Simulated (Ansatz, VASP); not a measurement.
# Bi2Se3 in VASP and in Ansatz

The input INCAR:

```
ALGO = Normal
EDIFF = 1E-7
ENCUT = 520
GGA = PE
ISIF = 2
ISMEAR = -1
LASPH = T
LCHARG = T
LELF = T
LREAL = F
LVHAR = T
LWAVE = F
NBANDS = 32
NELM = 80
PREC = Accurate
SIGMA = 0.05
```

The input KPOINTS:

```
k-points
0
Gamma
  6 6 6
```

POSCAR

```
Bi2Se3
1.0
    2.0715000000      1.1959810826      9.9271466666
   -2.0715000000      1.1959810826      9.9271466666
    0.0000000000     -2.3919621653      9.9271466666
Bi Se
2 3
Direct
    0.5992000000      0.5992000000      0.5992000000
    0.4008000000      0.4008000000      0.4008000000
    0.7883000000      0.7883000000      0.7883000000
    0.2117000000      0.2117000000      0.2117000000
    0.0000000000      0.0000000000      0.0000000000
```

Contents of input.yaml:

```yaml
crystal:
  lattice:
    - [2.0715, 1.1959810826, 9.9271466666]
    - [-2.0715, 1.1959810826, 9.9271466666]
    - [0.0, -2.3919621653, 9.9271466666]
  atoms:
    - { symbol: Bi, position: [0.5992, 0.5992, 0.5992] }
    - { symbol: Bi, position: [0.4008, 0.4008, 0.4008] }
    - { symbol: Se, position: [0.7883, 0.7883, 0.7883] }
    - { symbol: Se, position: [0.2117, 0.2117, 0.2117] }
    - { symbol: Se, position: [0.0, 0.0, 0.0] }
hamiltonian:
  xc: pbe
  pseudopotentials: { kind: paw }
kpoints:
  mp_grid: { grid: [6, 6, 6] }
scf:
  occupations: { method: fermi_dirac, width: 0.05 }
output:
  forces: true
  stress: true
  eigenvalues: true
```

Alike in both runs: task single point; functional PBE; k mesh 6 × 6 × 6; occupations fermi-dirac, width 0.05 eV; no spin polarisation.

```csv
,VASP,Ansatz
version,VASP 6.6.1,Ansatz 0.2.0
potentials or method,"VASP PAW PBE potentials, release 64 (Bi_d, Se)",Ansatz PAW
plane-wave cutoff (eV),520,420
valence electrons in the cell,48,78
```

```csv
,VASP,Ansatz,Ansatz less VASP
gap on the k mesh at the Fermi level (eV),0.37,0.37,+0.002
least direct gap on the mesh (eV),0.37,0.37,+0.002
pressure (GPa),0.1,0.1,-0.01
"traceless stress, the component that is largest in VASP (GPa)",-1.03,-1.03,-0.002
rms of the force components (eV/Å),0.084,0.086,+0.0025
```

Atom by atom the forces differ by 0.005 eV/Å (rms over components). The functional is the same, so the differences come from potentials, cutoffs and numerics. VASP's potentials hold 48 valence electrons a cell and Ansatz's 78, so a difference there can come from the potentials and not from the codes.

Neither program's run includes spin-orbit coupling.
